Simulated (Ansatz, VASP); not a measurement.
## In in VASP and in Ansatz

File POSCAR:

```
In
1.0
    0.0000000000      2.3953945061      2.3953945061
    2.3953945061      0.0000000000      2.3953945061
    2.3953945061      2.3953945061      0.0000000000
In
1
Direct
    0.0000000000      0.0000000000      0.0000000000
```

INCAR.step1

```
  PREC = Accurate
  ENCUT = 550
  ISMEAR = 0
  SIGMA = 0.05
  LREAL = False
  LASPH = True
  NELM = 120
  NBANDS = 12
  GGA = PE
  ALGO = Normal
  EDIFF = 1E-5
  LWAVE = True
  LCHARG = False
  GGA_COMPAT = False
```

Contents of INCAR.step2:

```
  PREC = Accurate
  ENCUT = 550
  EDIFF = 1E-6
  ISMEAR = 0
  SIGMA = 0.05
  LREAL = False
  LASPH = True
  NELM = 120
  ALGO = Normal
  ISIF = 2
  LWAVE = False
  LCHARG = False
  METAGGA = R2SCAN
  LMIXTAU = True
  NBANDS = 12
  ISTART = 1
  GGA_COMPAT = False
```

The input KPOINTS:

```
regular mesh
0
Gamma
  16 16 16
```

Input for Ansatz:

```yaml
crystal:
  lattice:
    - [0.0, 2.3953945061, 2.3953945061]
    - [2.3953945061, 0.0, 2.3953945061]
    - [2.3953945061, 2.3953945061, 0.0]
  atoms:
    - { symbol: In, position: [0.0, 0.0, 0.0] }
basis:
  ecutwfc: 600
  ecutrho_ratio: 5
kpoints:
  mp_grid: { grid: [16, 16, 16] }
hamiltonian:
  xc: r2scan
scf:
  occupations: { method: gaussian, width: 0.05 }
output:
  forces: true
  stress: true
  eigenvalues: true
```

Alike in both runs: task single point; functional r2SCAN; k mesh 16 × 16 × 16; occupations gaussian, width 0.05 eV; no spin polarisation.

|  | VASP | Ansatz |
| --- | --- | --- |
| version | VASP 6.6.1 | Ansatz 0.2.0 |
| potentials or method | VASP PAW PBE potentials, release 64 (In_d), cutoff 550 eV | scalar-relativistic, plane waves, PAW |
| valence electrons in the cell | 13 | 13 |

|  | VASP | Ansatz | Ansatz less VASP |
| --- | --- | --- | --- |
| gap on the k mesh at the Fermi level (eV) | none | none | - |
| pressure (GPa) | -1.6 | -1.6 | -0.02 |

VASP's potentials were made for PBE, not for r2SCAN. A gap of «none» marks a metal or a gap that the smearing closes.
